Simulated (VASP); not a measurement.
# Si (Fd-3m) in VASP: single point with r2SCAN

Aim: the single point of Si with r2SCAN.

All numbers are computed with VASP 6.6.1; they aren't measurements. Logs are shortened: lines on timing, memory, paths and dates and some standing lists are left out, and cuts for length are marked.

## 1. The cell of the first run

It takes space group Fd-3m (No. 227, cubic). The conventional cell has a = 5.444 Å, b = 5.444 Å, c = 5.444 Å, α = 90.00°, β = 90.00°, γ = 90.00°. Si (site symmetry -43m) has 4 Si at 2.36 Å within 3.1 Å.

## 2. Single point, r2SCAN

The input, POSCAR:

```
Si
1.0
    0.0000000000      2.7218511900      2.7218511900
    2.7218511900      0.0000000000      2.7218511900
    2.7218511900      2.7218511900      0.0000000000
Si
2
Direct
    0.7500000000      0.7500000000      0.7500000000
    0.5000000000      0.5000000000      0.5000000000
```

The input, INCAR.step1:

```
SYSTEM = Si
  PREC = Accurate
  ENCUT = 520
  ISMEAR = 0
  SIGMA = 0.1
  LREAL = .False.
  LASPH = .True.
  NELM = 80
  NBANDS = 11
  GGA = PE
  ALGO = Normal
  EDIFF = 1E-4
  LWAVE = .True.
  LCHARG = .False.
```

The input, INCAR.step2:

```
SYSTEM = Si
  PREC = Accurate
  ENCUT = 520
  EDIFF = 1E-7
  ISMEAR = 0
  SIGMA = 0.1
  LREAL = .False.
  LASPH = .True.
  NELM = 80
  ALGO = Normal
  ISIF = 2
  LWAVE = .False.
  LCHARG = .False.
  METAGGA = R2SCAN
  LMIXTAU = .True.
  NBANDS = 11
  ISTART = 1
```

The input, KPOINTS:

```
regular mesh
0
Gamma
  6 6 6
  0 0 0
```

Potentials or basis: VASP PAW PBE potentials, release 64 (Si).

Run with:

```
> cat potpaw_PBE.64/Si/POTCAR > POTCAR
> cp INCAR.step1 INCAR
> mpirun -np 1 vasp_std > vasp.out
> cp INCAR.step2 INCAR
> mpirun -np 1 vasp_std > vasp.out
```

OUTCAR:

```text
SYSTEM = Si
   PREC = Accurate
   ENCUT = 520
   EDIFF = 1E-7
   ISMEAR = 0
   LREAL = .False.
   LASPH = .True.
   NELM = 80
   ISIF = 2
   METAGGA = R2SCAN
   ISTART = 1

 ion  position               nearest neighbor table
   1  0.750  0.750  0.750-   2 2.36   2 2.36   2 2.36   2 2.36
   2  0.500  0.500  0.500-   1 2.36   1 2.36   1 2.36   1 2.36

  LATTYP: Found a face centered cubic cell.
 ALAT       =     5.4437023800

  Lattice vectors:

 A1 = (   0.0000000000,   2.7218511900,   2.7218511900)
 A2 = (   2.7218511900,   0.0000000000,   2.7218511900)
 A3 = (   2.7218511900,   2.7218511900,   0.0000000000)

Analysis of symmetry for initial positions (statically):
=====================================================================
 Subroutine PRICEL returns:
 Original cell was already a primitive cell.

 Routine SETGRP: Setting up the symmetry group for a
 face centered cubic supercell.

 Subroutine GETGRP returns: Found 48 space group operations
 (whereof 24 operations were pure point group operations)
 out of a pool of 48 trial point group operations.

The static configuration has the point symmetry T_d .
 The point group associated with its full space group is O_h .

Analysis of symmetry for dynamics (positions and initial velocities):
=====================================================================
 Subroutine PRICEL returns:
 Original cell was already a primitive cell.

 Routine SETGRP: Setting up the symmetry group for a
 face centered cubic supercell.

 Subroutine GETGRP returns: Found 48 space group operations
 (whereof 24 operations were pure point group operations)
 out of a pool of 48 trial point group operations.

The dynamic configuration has the point symmetry T_d .
 The point group associated with its full space group is O_h .

 Subroutine INISYM returns: Found 48 space group operations
 (whereof 24 operations are pure point group operations),
 and found     1 'primitive' translations

----------------------------------------------------------------------------------------

                                     Primitive cell

  volume of cell :      40.3295

  direct lattice vectors                    reciprocal lattice vectors
     0.000000000  2.721851190  2.721851190    -0.183698507  0.183698507  0.183698507
     2.721851190  0.000000000  2.721851190     0.183698507 -0.183698507  0.183698507
     2.721851190  2.721851190  0.000000000     0.183698507  0.183698507 -0.183698507

  length of vectors
[... 82 lines left out ...]
   TEBEG  =    0.0;   TEEND  =   0.0 temperature during run
   PSTRESS=    0.0 pullay stress
   NELECT =       8.0000    total number of electrons
   NUPDOWN=      -1.0000    fix difference up-down
   EMIN   =  10.00;   EMAX   =-10.00  energy-range for DOS
   EFERMI =   0.00;   METHOD = LEGACY
   ISMEAR =     0;   SIGMA  =   0.10  broadening in eV -4-tet -1-fermi 0-gaus
   EFERMI_NEDOS =   21; number of points for ismear=-14 and -15
   IALGO  =     38    algorithm
   IMIX   =      4    mixing-type and parameters
     AMIX     =   0.40;   BMIX     =  1.00
     AMIX_MAG =   1.60;   BMIX_MAG =  1.00
  volume/ion in A,a.u.               =      20.16       136.08
  Fermi-wavevector in a.u.,A,eV,Ry     =   0.954766  1.804247 12.402783  0.911579
  Thomas-Fermi vector in A             =   2.083543
   LORBIT       =      0    0 simple, 1 ext, 2 COOP (PROOUT), +10 PAW based schemes
   METAGGA = R2SCAN    functional components
   LHFCALC =     F    Hartree Fock is set to
   AEXX    =    0.0000 exact exchange contribution
   IVDW    =     0    specifies the selected vdW correction
   LEPSILON=     F    determine dielectric tensor
   LRPA    =     F    only Hartree local field effects (RPA)
 non-spin polarized calculation
 Gauss-broadening in eV      SIGMA  =   0.10
  energy-cutoff  :      520.00
  volume of cell :       40.33
 maximum number of plane-waves:      1106
 NGX is ok and might be reduce to    30
   NGX = 15   NGY = 15   NGZ = 15

 number of electron       8.0000001 magnetization

 Free energy of the ion-electron system (eV)
  ---------------------------------------------------
  ext. energy  EPLUGINS =         0.00000000
  ---------------------------------------------------
  free energy    TOTEN  =       -17.52897935 eV

  energy without entropy =      -17.52897935  energy(sigma->0) =      -17.52897935

 E-fermi :   6.1004     XC(G=0):  -9.8230

 val. band max:        5.6712615525   @ k =   0.0000   0.0000   0.0000
 cond. band min:       6.6026040864   @ k =   0.5000   0.5000   0.0000
 fundamental gap:      0.9313425338
 Fermi energy:         6.1003753319

 k-point     1 :       0.0000    0.0000    0.0000
  band No.  band energies     occupation
      1      -6.8043      2.00000
      2       5.6713      2.00000
      3       5.6713      2.00000
      4       5.6713      2.00000
      5       8.4248      0.00000
      6       8.4248      0.00000
      7       8.4248      0.00000
      8       9.5733      0.00000
      9      13.7910      0.00000
     10      13.7910      0.00000
     11      14.3358      0.00000
[... 197 lines left out ...]
 k-point    16 :      -0.3333    0.5000    0.1667
  band No.  band energies     occupation
      1      -2.3392      2.00000
      2      -2.3392      2.00000
      3       1.8868      2.00000
      4       1.8868      2.00000
      5       8.6989      0.00000
      6       8.6989      0.00000
      7      12.9053      0.00000
      8      12.9053      0.00000
      9      16.9100      0.00000
     10      16.9100      0.00000
     11      19.4130      0.00000

------------------------ aborting loop because EDIFF is reached ----------------------------------------

  FORCE on cell =-STRESS in cart. coord.  units (eV):
  Direction    XX          YY          ZZ          XY          YZ          ZX
  --------------------------------------------------------------------------------------
  -------------------------------------------------------------------------------------
  Total       -0.0377400     -0.0377400     -0.0377400     -0.0000000      0.0000000     -0.0000000
  in kB       -1.4993037     -1.4993037     -1.4993037     -0.0000000      0.0000000     -0.0000000
  external PRESSURE =      -1.4993037 kB  Pullay stress =       0.0000000 kB

 VOLUME and BASIS-vectors are now :
 -----------------------------------------------------------------------------
  energy-cutoff  :      520.00
  volume of cell :       40.33
      direct lattice vectors                 reciprocal lattice vectors
     0.000000000  2.721851190  2.721851190    -0.183698507  0.183698507  0.183698507
     2.721851190  0.000000000  2.721851190     0.183698507 -0.183698507  0.183698507
     2.721851190  2.721851190  0.000000000     0.183698507  0.183698507 -0.183698507

 POSITION                                       TOTAL-FORCE (eV/Angst)
 -----------------------------------------------------------------------------------
      4.08278      4.08278      4.08278        -0.000000     -0.000000     -0.000000
      2.72185      2.72185      2.72185         0.000000      0.000000      0.000000
 -----------------------------------------------------------------------------------
    total drift:                                0.000000     -0.000000     -0.000000

  FREE ENERGIE OF THE ION-ELECTRON SYSTEM (eV)
  ---------------------------------------------------
  free  energy   TOTEN  =       -17.5289793487 eV

  energy  without entropy=      -17.5289793487  energy(sigma->0) =      -17.52897935
```

Wall time 32 s (1 thread of Intel Xeon Platinum 8259CL at 2.50GHz (Skylake/Cascade Lake), shared host); peak memory 0.16 GiB.

Results:

* Free energy: -17.5290 eV
* Pressure: -0.1 GPa
* Band gap on the k mesh: 0.93 eV, indirect (least direct gap 2.75 eV)

Caveat: the PAW data sets were made with another functional, which shifts forces and pressure a little. r2SCAN opens gaps a little over a GGA but as a rule still falls short of measured ones.
